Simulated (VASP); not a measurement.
A run of VASP 6.6.1 is set up as follows.

INCAR

```
SYSTEM = YZn
PREC = Accurate
ENCUT = 600
EDIFF = 1E-6
ISMEAR = -1
SIGMA = 0.05
LREAL = .False.
LASPH = .True.
NELM = 100
ALGO = Normal
ISIF = 3
LWAVE = .False.
LCHARG = .False.
GGA = PS
IBRION = 2
NSW = 100
EDIFFG = -0.002
PSTRESS = 20.0
```

File KPOINTS:

```
regular mesh
0
Gamma
  14 14 14
  0 0 0
```

POSCAR

```
YZn
1.0
    3.5220722616      0.0000000000      0.0000000000
    0.0000000000      3.5220722616      0.0000000000
    0.0000000000      0.0000000000      3.5220722616
Y Zn
1 1
Direct
    0.0000000000      0.0000000000      0.0000000000
    0.5000000000      0.5000000000      0.5000000000
```

Potentials or basis: VASP PAW PBE potentials, release 64 (Y_sv, Zn).

Command:

```sh
$ cat potpaw_PBE.64/Y_sv/POTCAR potpaw_PBE.64/Zn/POTCAR > POTCAR
$ mpirun -np 1 vasp_std > vasp.out
```

Question: Estimate the space group after relaxing (to 0.1 Å).

Answer: Pm-3m (No. 221).

Question: Predict the relaxed volume.

Answer: 21.21 Å³/atom.

Question: Estimate the relaxed cell.

Answer: a = 3.487 Å, b = 3.487 Å, c = 3.487 Å, α = 90.00°, β = 90.00°, γ = 90.00°.

Final structure:
```xyz
2
Lattice="3.4875 0.0000 0.0000 0.0000 3.4875 0.0000 0.0000 0.0000 3.4875" Properties=species:S:1:pos:R:3 pbc="T T T"
Y     0.0000    0.0000    0.0000
Zn    1.7437    1.7437    1.7437
```

Caveat: the cell is relaxed towards a set pressure, so the run minimises the enthalpy, not the energy; the PAW data sets were made with another functional, which shifts forces and pressure a little.
